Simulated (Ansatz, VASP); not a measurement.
**Two plane-wave programs on Cu**

The input INCAR:

```
PREC     = Accurate       # precision mode
ENCUT    = 520            # plane-wave cutoff, eV
EDIFF    = 1E-6           # SCF threshold, eV
ISMEAR   = 1              # smearing method
SIGMA    = 0.05           # smearing width, eV
LREAL    = False          # projectors in reciprocal space
LASPH    = True           # aspherical terms in the spheres
NELM     = 80             # most SCF steps
ALGO     = Normal         # electronic algorithm
ISIF     = 2              # what is computed and relaxed
LWAVE    = False          # write WAVECAR
LCHARG   = False          # write CHGCAR
GGA      = B5             # functional
ALDAX    = 1.0          
AGGAX    = 1.0          
AGGAC    = 1.0          
ALDAC    = 0.0          
NBANDS   = 30             # bands
```

File KPOINTS:

```
Automatic mesh
0
Gamma
  9 9 3
```

Contents of POSCAR:

```
Cu
1.0
    2.5307600000      0.0000000000      0.0000000000
   -1.2653800000      2.1917100000      0.0000000000
    0.0000000000      0.0000000000      8.2618200000
Cu
4
Direct
    0.0000000000      0.0000000000      0.0000000000
    0.3333333333      0.6666666667      0.2500000000
    0.0000000000      0.0000000000      0.5000000000
    0.6666666667      0.3333333333      0.7500000000
```

Input for Ansatz:

```yaml
crystal:
  lattice:
    - [2.53076, 0.0, 0.0]
    - [-1.26538, 2.19171, 0.0]
    - [0.0, 0.0, 8.26182]
  atoms:
    - { symbol: Cu, position: [0.0, 0.0, 0.0] }
    - { symbol: Cu, position: [0.3333333333333333, 0.6666666666666666, 0.25] }
    - { symbol: Cu, position: [0.0, 0.0, 0.5] }
    - { symbol: Cu, position: [0.6666666666666666, 0.3333333333333333, 0.75] }
kpoints:
  mp_grid:
    grid: [9, 9, 3]
    shift: [0.0, 0.0, 0.0]
hamiltonian:
  xc: blyp
scf:
  occupations:
    method: cold
    width: 0.05
output:
  forces: true
  stress: true
```

Alike in both runs: task single point; functional BLYP; k mesh 9 × 9 × 3; no spin polarisation.

|  | VASP | Ansatz |
| --- | --- | --- |
| version | VASP 6.6.1 | Ansatz 0.2.0 |
| potentials or method | VASP PAW PBE potentials, release 64 (Cu) | plane waves, PAW |
| plane-wave cutoff (eV) | 520 | 420 |
| occupations | methfessel-paxton of order 1, width 0.05 eV | cold, width 0.05 eV |
| valence electrons in the cell | 44 | 76 |

```tsv
	VASP	Ansatz	Ansatz less VASP
pressure (GPa)	16.1	15.5	-0.55
traceless stress, the component that is largest in VASP (GPa)	1.43	1.32	-0.109
```

VASP's potentials were made for PBE, not for BLYP. VASP's potentials hold 44 valence electrons a cell and Ansatz's 76, so a difference there can come from the potentials and not from the codes.
